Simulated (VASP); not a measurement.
Here is a VASP 6.6.1 calculation.

INCAR

```
ALGO     = Normal         # electronic algorithm
EDIFF    = 1E-6           # SCF threshold, eV
ENCUT    = 500            # plane-wave cutoff, eV
GGA      = PE             # functional
GGA_COMPAT= F            
ISIF     = 2              # what is computed and relaxed
ISMEAR   = 0              # smearing method
LASPH    = T              # aspherical terms in the spheres
LCHARG   = F              # write CHGCAR
LREAL    = F              # projectors in reciprocal space
LWAVE    = F              # write WAVECAR
NBANDS   = 21             # bands
NELM     = 120            # most SCF steps
PREC     = Accurate       # precision mode
SIGMA    = 0.15           # smearing width, eV
```

The input KPOINTS:

```
k-points
0
Gamma
  24 24 12
```

File POSCAR:

```
Ru
1.0
    2.7057993342      0.0000000000      0.0000000000
   -1.3528996671      2.3432909610      0.0000000000
    0.0000000000      0.0000000000      4.2819000000
Ru
2
Direct
    0.1584478292      0.5386415921      0.2500000000
    0.6666666667      0.3333333333      0.7500000000
```

Potentials or basis: VASP PAW PBE potentials, release 64 (Ru_pv).

Run with:

```console
$ cat potpaw_PBE.64/Ru_pv/POTCAR > POTCAR
$ mpirun -np 1 vasp_std > vasp.out
```

Task: What does it give for the largest force?

Result: 2.379 eV/Å.

Task: Estimate the band gap on the k mesh.

Result: Zero (bands 14 and 15 overlap by 2.94 eV).

Stress tensor (GPa, compression positive):
```
14.04  5.16  0.00
 5.16  2.69  0.00
 0.00  0.00 22.89
```

Caveat: the cell differs from its parent crystal (atom 1 (Ru) moved by (-0.300, -0.300) A along x and y); the stress differs along the axes, from 3 to 23 GPa; forces of over 1 eV/Å act on the atoms, so gaps and moduli don't describe the material at rest.
